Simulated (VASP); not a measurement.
Write the native input for VASP 6.6.1 that does the following.

```
Task                   : single point
Functional             : PBE
Potentials or basis    : VASP PAW PBE potentials, release 64 (Sc_sv, Si)
Cutoff                 : 520 eV
k mesh                 : 10 × 10 × 10
Occupations            : gaussian, width 0.05 eV
Spin                   : no spin polarisation
Dipole correction      : no
Further INCAR settings : ALGO = Normal; EDIFF = 1e-06; NBANDS = 16
```

The structure of ScSi2 lies in POSCAR:

```
ScSi2
1.0
    4.0545189357      0.0000000000      0.0000000000
   -2.0272594679      3.5113163984      0.0000000000
    0.0000000000      0.0000000000      3.6651648068
Sc Si
1 2
Direct
    0.0000000000      0.0000000000      0.0000000000
    0.3333333333      0.6666666667      0.5000000000
    0.6666666667      0.3333333333      0.5000000000
```

These files were run (other wordings do the same):

INCAR

```
PREC     = Accurate       # precision mode
ENCUT    = 520            # plane-wave cutoff, eV
EDIFF    = 1E-6           # SCF threshold, eV
ISMEAR   = 0              # smearing method
SIGMA    = 0.05           # smearing width, eV
LREAL    = False          # projectors in reciprocal space
LASPH    = True           # aspherical terms in the spheres
NELM     = 80             # most SCF steps
ALGO     = Normal         # electronic algorithm
ISIF     = 2              # what is computed and relaxed
LWAVE    = False          # write WAVECAR
LCHARG   = False          # write CHGCAR
GGA      = PE             # functional
NBANDS   = 16             # bands
```

KPOINTS

```
regular mesh
0
Gamma
  10 10 10
```

Potentials or basis: VASP PAW PBE potentials, release 64 (Sc_sv, Si).

Command:

```console
$ cat potpaw_PBE.64/Sc_sv/POTCAR potpaw_PBE.64/Si/POTCAR > POTCAR
$ mpirun -np 1 vasp_std > vasp.out
```

It gave:

```json
{
 "Pressure": "-1.7 GPa",
 "Band gap on the k mesh": "zero (an odd number of electrons rules out a gap without spin polarisation)"
}
```

Run time: 2.3 min on 1 thread of Intel Xeon 8259CL (shared host), peak memory 0.21 GiB.
